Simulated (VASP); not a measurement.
# SnO2 (Fm-3m) in VASP: settings compared, part 2 of 2

VASP 6.6.1. Earlier steps stand in the parts before.

## Step 5: Relaxation of cell and atoms, PBE

This run uses another cell than the first one, of 7.79 Å³/atom, 0.686 times its volume.

Contents of INCAR:

```
PREC = Accurate
ENCUT = 600
EDIFF = 1E-7
ISMEAR = -1
SIGMA = 0.02
LREAL = F
LASPH = T
NELM = 60
ALGO = Normal
ISIF = 3
LWAVE = F
LCHARG = F
GGA = PE
IBRION = 2
NSW = 80
EDIFFG = -0.005
```

Contents of KPOINTS:

```
regular mesh
0
Gamma
  8 8 8
```

Contents of POSCAR:

```
SnO2
1.0
    0.0000000000      2.2690463400      2.2690463400
    2.2690463400      0.0000000000      2.2690463400
    2.2690463400      2.2690463400      0.0000000000
Sn O
1 2
Direct
    0.0000000000      0.0000000000      0.0000000000
    0.7500000000      0.7500000000      0.7500000000
    0.2500000000      0.2500000000      0.2500000000
```

Started as:

```console
$ cat potpaw_PBE.64/Sn_d/POTCAR potpaw_PBE.64/O/POTCAR > POTCAR
$ mpirun -np 1 vasp_std > vasp.out
```

It took 76 s on 1 thread of Intel Xeon Platinum 8488C (Sapphire Rapids), shared host; peak memory 0.17 GiB.

Results (log left out):

```yaml
Free_energy: -17.8925 eV
Relaxed_volume: 11.34 Å³/atom
Relaxed_cell: a = 3.637 Å, b = 3.637 Å, c = 3.637 Å, α = 60.00°, β = 60.00°, γ = 60.00°
Space_group_after_relaxing_to_0.05_Å: Fm-3m (No. 225)
Energy_gained_by_relaxing: 1352.5 meV/atom
Ionic_steps: 8
Pressure_after_relaxing: 0.0 GPa
Band_gap_on_the_k_mesh: zero (band 13 reaches 7.38 eV, above the bottom of band 14 at 7.23 eV)
```

Step by step:
```tsv
step	energy change (eV)	largest force (eV/Å)	pressure (GPa)	volume (Å³)
1	0.0000	0.0000	172.32	23.36
2	2.2374	0.0000	-45.44	64.68
3	-3.9367	0.0000	-13.13	36.78
4	-4.0358	0.0000	-6.01	35.14
5	-4.0573	0.0000	0.33	33.97
6	-4.0568	0.0000	-1.06	34.21
7	-4.0570	0.0000	0.83	33.88
8	-4.0574	0.0000	0.01	34.02
```

Final structure:
```cif
data_structure
_symmetry_space_group_name_H-M 'P 1'
_symmetry_Int_Tables_number 1
_cell_length_a 3.6372
_cell_length_b 3.6372
_cell_length_c 3.6372
_cell_angle_alpha 60.000
_cell_angle_beta 60.000
_cell_angle_gamma 60.000
_cell_volume 34.02
loop_
_atom_site_label
_atom_site_type_symbol
_atom_site_fract_x
_atom_site_fract_y
_atom_site_fract_z
_atom_site_occupancy
Sn1 Sn 0.00000 0.00000 0.00000 1
O1 O 0.75000 0.75000 0.75000 1
O2 O 0.25000 0.25000 0.25000 1
```

Levels at points of the mesh, in eV from the Fermi level:
| k point | band 11 | band 12 | band 13 | band 14 | band 15 | band 16 |
| --- | --- | --- | --- | --- | --- | --- |
| (0.00, 0.00, 0.00) | -1.35 | -1.35 | -1.35 | -0.20 | 6.95 | 6.95 |
| (0.50, 0.00, 0.00) | -3.27 | -2.06 | -2.06 | 4.47 | 7.81 | 10.02 |
| (0.50, 0.50, 0.00) | -0.23 | -0.23 | -0.13 | 3.04 | 6.84 | 9.73 |

Caveat: the volume moved by over 15 % at a fixed basis, so the end points are rough; spin-orbit coupling is left out, which moves the levels of the heavy elements.

## Step 6: Relaxation of cell and atoms, PBEsol

Contents of INCAR:

```
SYSTEM = SnO2
  PREC = Accurate
  ENCUT = 600
  EDIFF = 1E-6
  ISMEAR = -1
  SIGMA = 0.02
  LREAL = .FALSE.
  LASPH = .TRUE.
  NELM = 100
  ALGO = Normal
  ISIF = 3
  LWAVE = .FALSE.
  LCHARG = .FALSE.
  GGA = PS
  IBRION = 2
  NSW = 80
  EDIFFG = -0.005
```

Contents of KPOINTS:

```
regular mesh
0
G
  8 8 8
  0 0 0
```

Contents of POSCAR:

```
SnO2
1.0
    0.0000000000      2.5721722194      2.5721722194
    2.5721722194      0.0000000000      2.5721722194
    2.5721722194      2.5721722194      0.0000000000
Sn O
1 2
Direct
    0.0000000000      0.0000000000      0.0000000000
    0.7500000000      0.7500000000      0.7500000000
    0.2500000000      0.2500000000      0.2500000000
```

Potentials or basis: VASP PAW PBE potentials, release 64 (Sn_d, O).

Started as:

```console
$ cat potpaw_PBE.64/Sn_d/POTCAR potpaw_PBE.64/O/POTCAR > POTCAR
$ mpirun -np 1 vasp_std > vasp.out
```

OUTCAR:

```text
SYSTEM = SnO2
   PREC = Accurate
   ENCUT = 600
   EDIFF = 1E-6
   ISMEAR = -1
   LREAL = .FALSE.
   LASPH = .TRUE.
   NELM = 100
   ISIF = 3
   GGA = PS
   IBRION = 2
   NSW = 80
   EDIFFG = -0.005

 ion  position               nearest neighbor table
   1  0.000  0.000  0.000-   2 2.23   2 2.23   2 2.23   3 2.23   3 2.23   3 2.23   3 2.23   2 2.23

   2  0.750  0.750  0.750-   1 2.23   1 2.23   1 2.23   1 2.23
   3  0.250  0.250  0.250-   1 2.23   1 2.23   1 2.23   1 2.23

  LATTYP: Found a face centered cubic cell.
 ALAT       =     5.1443444388

  Lattice vectors:

 A1 = (   0.0000000000,   2.5721722194,   2.5721722194)
 A2 = (   2.5721722194,   0.0000000000,   2.5721722194)
 A3 = (   2.5721722194,   2.5721722194,   0.0000000000)

Analysis of symmetry for initial positions (statically):
=====================================================================
 Subroutine PRICEL returns:
 Original cell was already a primitive cell.

 Routine SETGRP: Setting up the symmetry group for a
 face centered cubic supercell.

 Subroutine GETGRP returns: Found 48 space group operations
 (whereof 48 operations were pure point group operations)
 out of a pool of 48 trial point group operations.

The static configuration has the point symmetry O_h .

Analysis of symmetry for dynamics (positions and initial velocities):
=====================================================================
 Subroutine PRICEL returns:
 Original cell was already a primitive cell.

 Routine SETGRP: Setting up the symmetry group for a
 face centered cubic supercell.

 Subroutine GETGRP returns: Found 48 space group operations
 (whereof 48 operations were pure point group operations)
 out of a pool of 48 trial point group operations.

The dynamic configuration has the point symmetry O_h .

 Subroutine INISYM returns: Found 48 space group operations
 (whereof 48 operations are pure point group operations),
 and found     1 'primitive' translations

----------------------------------------------------------------------------------------

                                     Primitive cell

  volume of cell :      34.0353

  direct lattice vectors                    reciprocal lattice vectors
     0.000000000  2.572172219  2.572172219    -0.194388228  0.194388228  0.194388228
     2.572172219  0.000000000  2.572172219     0.194388228 -0.194388228  0.194388228
     2.572172219  2.572172219  0.000000000     0.194388228  0.194388228 -0.194388228

  length of vectors
     3.637600837  3.637600837  3.637600837     0.336690287  0.336690287  0.336690287

  position of ions in fractional coordinates (direct lattice)
     0.000000000  0.000000000  0.000000000
     0.750000000  0.750000000  0.750000000
     0.250000000  0.250000000  0.250000000

  ion indices of the primitive-cell ions
   primitive index   ion index
                 1           1
                 2           2
                 3           3

----------------------------------------------------------------------------------------
[... 32 lines left out ...]
  0.125000  0.125000  0.000000      6.000000
[... 16 lines left out ...]
  0.500000  0.250000  0.125000     48.000000
 -0.375000  0.250000  0.125000     24.000000
 [... further k-points ...]
   k-points           NKPTS =     29   k-points in BZ     NKDIM =     29   number of bands    NBANDS=     17
   number of dos      NEDOS =    301   number of ions     NIONS =      3
   total plane-waves  NPLWV =  27000
   dimension x,y,z NGX =    30 NGY =   30 NGZ =   30
   dimension x,y,z NGXF=    60 NGYF=   60 NGZF=   60
   ions per type =               1   2
   NGX,Y,Z   is equivalent  to a cutoff of  13.71, 13.71, 13.71 a.u.
   NGXF,Y,Z  is equivalent  to a cutoff of  27.42, 27.42, 27.42 a.u.
 SYSTEM =  SnO2
   PREC   = accura    normal or accurate (medium, high low for compatibility)
   ISTART =      0    job   : 0-new  1-cont  2-samecut
   ICHARG =      2    charge: 1-file 2-atom 10-const
   ISPIN  =      1    spin polarized calculation?
   LNONCOLLINEAR =      F non collinear calculations
   LSORBIT =      F    spin-orbit coupling
   LASPH  =      T    aspherical Exc in radial PAW
   ENCUT  =  600.0 eV  44.10 Ry    6.64 a.u.   7.27  7.27  7.27*2*pi/ulx,y,z
   NELM   =    100;   NELMIN=  2; NELMDL= -5     # of ELM steps
   EDIFF  = 0.1E-05   stopping-criterion for ELM
   LREAL  =      F    real-space projection
   EDIFFG = -.5E-02   stopping-criterion for IOM
   NSW    =     80    number of steps for IOM
   IBRION =      2    ionic relax: 0-MD 1-quasi-New 2-CG
   NFREE  =      1    steps in history (QN), initial steepest desc. (CG)
   ISIF   =      3    stress and relaxation
   ISYM   =      2    0-nonsym 1-usesym 2-fastsym
   POTIM  = 0.5000    time-step for ionic-motion
   TEBEG  =    0.0;   TEEND  =   0.0 temperature during run
   PSTRESS=    0.0 pullay stress
   NELECT =      26.0000    total number of electrons
   NUPDOWN=      -1.0000    fix difference up-down
   EMIN   =  10.00;   EMAX   =-10.00  energy-range for DOS
   EFERMI =   0.00;   METHOD = LEGACY
   ISMEAR =    -1;   SIGMA  =   0.02  broadening in eV -4-tet -1-fermi 0-gaus
   EFERMI_NEDOS =   21; number of points for ismear=-14 and -15
   IALGO  =     38    algorithm
   IMIX   =      4    mixing-type and parameters
     AMIX     =   0.40;   BMIX     =  1.00
     AMIX_MAG =   1.60;   BMIX_MAG =  1.00
  volume/ion in A,a.u.               =      11.35        76.56
  Fermi-wavevector in a.u.,A,eV,Ry     =   1.496543  2.828056 30.472170  2.239641
  Thomas-Fermi vector in A             =   2.608546
   LORBIT       =      0    0 simple, 1 ext, 2 COOP (PROOUT), +10 PAW based schemes
   GGA     = PS    functional components
   LHFCALC =     F    Hartree Fock is set to
   AEXX    =    0.0000 exact exchange contribution
   IVDW    =     0    specifies the selected vdW correction
   LEPSILON=     F    determine dielectric tensor
   LRPA    =     F    only Hartree local field effects (RPA)
 conjugate gradient relaxation of ions
 non-spin polarized calculation
  energy-cutoff  :      600.00
  volume of cell :       34.04
 maximum number of plane-waves:      1158
 NGX is ok and might be reduce to    30
   NGX = 15   NGY = 15   NGZ = 15

--------------------------------------- Ionic step        1  -------------------------------------------

 number of electron      25.9999996 magnetization

 Free energy of the ion-electron system (eV)
  ---------------------------------------------------
  ext. energy  EPLUGINS =         0.00000000
  ---------------------------------------------------
  free energy    TOTEN  =       -19.16049698 eV

  energy without entropy =      -19.16021891  energy(sigma->0) =      -19.16035794

------------------------ aborting loop because EDIFF is reached ----------------------------------------

  FORCE on cell =-STRESS in cart. coord.  units (eV):
  Direction    XX          YY          ZZ          XY          YZ          ZX
  --------------------------------------------------------------------------------------
  -------------------------------------------------------------------------------------
  Total       -1.3194061     -1.3194061     -1.3194061      0.0000000      0.0000000      0.0000000
  in kB      -62.1096313    -62.1096313    -62.1096313      0.0000000      0.0000000      0.0000000
  external PRESSURE =     -62.1096313 kB  Pullay stress =       0.0000000 kB
[... 61 lines left out ...]
--------------------------------------- Ionic step        3  -------------------------------------------

 number of electron      25.9999999 magnetization

 Free energy of the ion-electron system (eV)
  ---------------------------------------------------
  ext. energy  EPLUGINS =         0.00000000
  ---------------------------------------------------
  free energy    TOTEN  =       -19.18241161 eV

  energy without entropy =      -19.18224435  energy(sigma->0) =      -19.18232798

 E-fermi :   7.7740     XC(G=0): -12.1306

 val. band max:        7.7125383810   @ k =  -0.2500   0.5000   0.2500
 cond. band min:       7.7879937636   @ k =   0.0000   0.0000   0.0000
 fundamental gap:      0.0754553826
 Fermi energy:         7.7740351318

 k-point     1 :       0.0000    0.0000    0.0000
  band No.  band energies     occupation
      1     -12.7369      2.00000
      2     -12.7369      2.00000
      3     -12.7369      2.00000
      4     -12.5805      2.00000
      5     -12.5805      2.00000
      6     -11.8803      2.00000
[... 457 lines left out ...]
      4     -12.6010      2.00000
      5     -12.5536      2.00000
      6      -9.3287      2.00000
[... 9 lines left out ...]
     16      17.5365      0.00000
     17      18.6153      0.00000

 [... further k-points ...]

------------------------ aborting loop because EDIFF is reached ----------------------------------------

  FORCE on cell =-STRESS in cart. coord.  units (eV):
  Direction    XX          YY          ZZ          XY          YZ          ZX
  --------------------------------------------------------------------------------------
  -------------------------------------------------------------------------------------
  Total       -0.0079218     -0.0079218     -0.0079218      0.0000000      0.0000000      0.0000000
  in kB       -0.3853212     -0.3853212     -0.3853212      0.0000000      0.0000000      0.0000000
  external PRESSURE =      -0.3853212 kB  Pullay stress =       0.0000000 kB
[... 18 lines left out ...]
  FREE ENERGIE OF THE ION-ELECTRON SYSTEM (eV)
  ---------------------------------------------------
  free  energy   TOTEN  =       -19.1824116070 eV

  energy  without entropy=      -19.1822443456  energy(sigma->0) =      -19.18232798

 reached required accuracy - stopping structural energy minimisation
```

CONTCAR:

```text
SnO2
   1.00000000000000
     0.0000000000000000    2.5442531414701222    2.5442531414701222
     2.5442531414701222    0.0000000000000000    2.5442531414701222
     2.5442531414701222    2.5442531414701222   -0.0000000000000000
  Sn              O
     1     2
Direct
     0.0000000000000000    0.0000000000000000    0.0000000000000000
     0.7500000000000000    0.7500000000000000    0.7500000000000000
     0.2500000000000000    0.2500000000000000    0.2500000000000000

  0.00000000E+00  0.00000000E+00  0.00000000E+00
  0.00000000E+00  0.00000000E+00  0.00000000E+00
  0.00000000E+00  0.00000000E+00  0.00000000E+00
```

It took 35 s on 1 thread of Intel Xeon Platinum 8488C (Sapphire Rapids), shared host; peak memory 0.18 GiB.

What came out:

* Free energy: -19.1824 eV
* Relaxed volume: 10.98 Å³/atom
* Relaxed cell: a = 3.598 Å, b = 3.598 Å, c = 3.598 Å, α = 60.00°, β = 60.00°, γ = 60.00°
* Space group after relaxing (to 0.05 Å): Fm-3m (No. 225)
* Energy gained by relaxing: 7.3 meV/atom
* Ionic steps: 3
* Pressure after relaxing: 0.0 GPa
* Band gap on the k mesh: 0.08 eV, indirect (least direct gap 1.47 eV)

The path:
| step | energy change (eV) | largest force (eV/Å) | pressure (GPa) | volume (Å³) |
| --- | --- | --- | --- | --- |
| 1 | 0.0000 | 0.0000 | -6.21 | 34.04 |
| 2 | -0.0005 | 0.0000 | 7.01 | 31.91 |
| 3 | -0.0219 | 0.0000 | -0.04 | 32.94 |

Final structure:
```
CELL_PARAMETERS angstrom
0.00000 2.54425 2.54425
2.54425 0.00000 2.54425
2.54425 2.54425 0.00000
ATOMIC_POSITIONS crystal
Sn 0.00000 0.00000 0.00000
O 0.75000 0.75000 0.75000
O 0.25000 0.25000 0.25000
```

Caveat: the PAW data sets were made with another functional, which shifts forces and pressure a little; spin-orbit coupling is left out, which moves the levels of the heavy elements.

## Step 7: Overview

```tsv
task	level	cell	cutoff (eV)	smearing	gap on the mesh (eV)	pressure (GPa)	relaxed volume (Å³/atom)
single point	PBE	a = 3.638 Å, angles 60.0°, 3 atoms	520	fermi-dirac 0.02 eV	none	0.6	-
single point	r2SCAN	a = 3.583 Å, angles 60.0°, 3 atoms	520	fermi-dirac 0.02 eV	0.86	1.4	-
single point	r2SCAN	a = 3.583 Å, angles 60.0°, 3 atoms	520	gaussian 0.01 eV	0.86	1.4	-
relaxation of cell and atoms	PBE	relaxed from a = 3.209 Å, angles 60.0°, 3 atoms	600	fermi-dirac 0.02 eV	none	0.0	11.34
relaxation of cell and atoms	PBEsol	relaxed from a = 3.638 Å, angles 60.0°, 3 atoms	600	fermi-dirac 0.02 eV	0.08	0.0	10.98
```

Alike in all rows: potentials or basis VASP PAW PBE potentials, release 64 (Sn_d, O); no spin polarisation; k mesh 8 × 8 × 8.

Caveats: spin-orbit coupling is left out, which moves the levels of the heavy elements; the PAW data sets were made with another functional, which shifts forces and pressure a little (some runs); the volume moved by over 15 % at a fixed basis, so the end points are rough (some runs).

Absolute energies hang on the potentials; compare differences alone.
